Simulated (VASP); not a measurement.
A run of VASP 6.6.1:

INCAR

```
SYSTEM = AlGaN2
PREC = Accurate
ENCUT = 600
EDIFF = 1E-7
ISMEAR = 0
SIGMA = 0.02
LREAL = .False.
LASPH = .True.
NELM = 80
ALGO = Normal
ISIF = 3
LWAVE = .False.
LCHARG = .False.
IBRION = 2
NSW = 70
EDIFFG = -0.008
PSTRESS = 20.0
```

The input KPOINTS:

```
regular mesh
0
Gamma
  8 8 6
  0 0 0
```

Contents of POSCAR:

```
AlGaN2
1.0
    3.0953186240      0.0000000000      0.0000000000
    0.0000000000      3.0953186240      0.0000000000
    0.0000000000      0.0000000000      4.3562282533
Al Ga N
1 1 2
Direct
    0.5000000000      0.5000000000      0.5000000000
    0.0000000000      0.0000000000      0.0000000000
    0.5000000000      0.0000000000      0.7400513254
    0.0000000000      0.5000000000      0.2599486746
```

Potentials or basis: VASP PAW LDA potentials, release 64 (Al, Ga_d, N).

The run is started by

```console
$ cat potpaw_LDA.64/Al/POTCAR potpaw_LDA.64/Ga_d/POTCAR potpaw_LDA.64/N/POTCAR > POTCAR
$ mpirun -np 1 vasp_std > vasp.out
```

Hardware: 1 thread of Intel(R) Xeon(R) Platinum 8559C (Emerald Rapids) (shared host).

How long does it take, and how much memory?

It took 78 s on 1 thread of Intel(R) Xeon(R) Platinum 8559C (Emerald Rapids), with other jobs on the host, peak memory 0.19 GiB. Counts: scf iterations 41, k points 60, ion steps 5.
